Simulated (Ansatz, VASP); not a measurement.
Mo in VASP and in Ansatz

File INCAR:

```
PREC     = Accurate       # precision mode
ENCUT    = 600            # plane-wave cutoff, eV
EDIFF    = 1E-6           # SCF threshold, eV
ISMEAR   = 0              # smearing method
SIGMA    = 0.1            # smearing width, eV
LREAL    = False          # projectors in reciprocal space
LASPH    = True           # aspherical terms in the spheres
NELM     = 100            # most SCF steps
ALGO     = Normal         # electronic algorithm
ISIF     = 3              # what is computed and relaxed
LWAVE    = False          # write WAVECAR
LCHARG   = False          # write CHGCAR
GGA      = PS             # functional
IBRION   = 2              # ionic algorithm
NSW      = 100            # ionic steps
EDIFFG   = -0.01          # ionic threshold
```

Contents of KPOINTS:

```
Automatic mesh
0
Gamma
  24 24 24
```

Contents of POSCAR:

```
Mo
1.0
   -1.5650827140      1.5650827140      1.5650827140
    1.5650827140     -1.5650827140      1.5650827140
    1.5650827140      1.5650827140     -1.5650827140
Mo
1
Direct
    0.0000000000      0.0000000000      0.0000000000
```

Input for Ansatz:

```yaml
crystal:
  lattice:
    - [-1.565082714, 1.565082714, 1.565082714]
    - [1.565082714, -1.565082714, 1.565082714]
    - [1.565082714, 1.565082714, -1.565082714]
  atoms:
    - { symbol: Mo, position: [0.0, 0.0, 0.0] }
basis:
  ecutwfc: 420
kpoints:
  mp_grid: { grid: [24, 24, 24] }
hamiltonian:
  xc: pbesol
scf:
  occupations: { method: gaussian, width: 0.1 }
output:
  forces: true
  stress: true
  eigenvalues: true
relax:
  adjacent_minimum: "off"
  f_tol: 0.01
  max_steps: 80
  cell: { stress_tol: 0.05 }
```

Alike in both runs: task relaxation of cell and atoms; functional PBEsol; k mesh 24 × 24 × 24; occupations gaussian, width 0.1 eV; no spin polarisation.

|  | VASP | Ansatz |
| --- | --- | --- |
| version | VASP 6.6.1 | Ansatz 0.2.0 |
| potentials or method | VASP PAW PBE potentials, release 64 (Mo_sv), cutoff 600 eV | scalar-relativistic, plane waves, PAW |
| valence electrons in the cell | 14 | 14 |

```csv
,VASP,Ansatz,Ansatz less VASP
"gap on the k mesh at the Fermi level, each at its own relaxed structure (eV)",none,none,-
relaxed volume (Å³/atom),15.35,15.33,-0.025
relaxed cell length with the largest relative difference (Å),2.712,2.710,-0.0015
```

VASP's potentials were made for PBE, not for PBEsol. A gap of «none» marks a metal or a gap that the smearing closes.
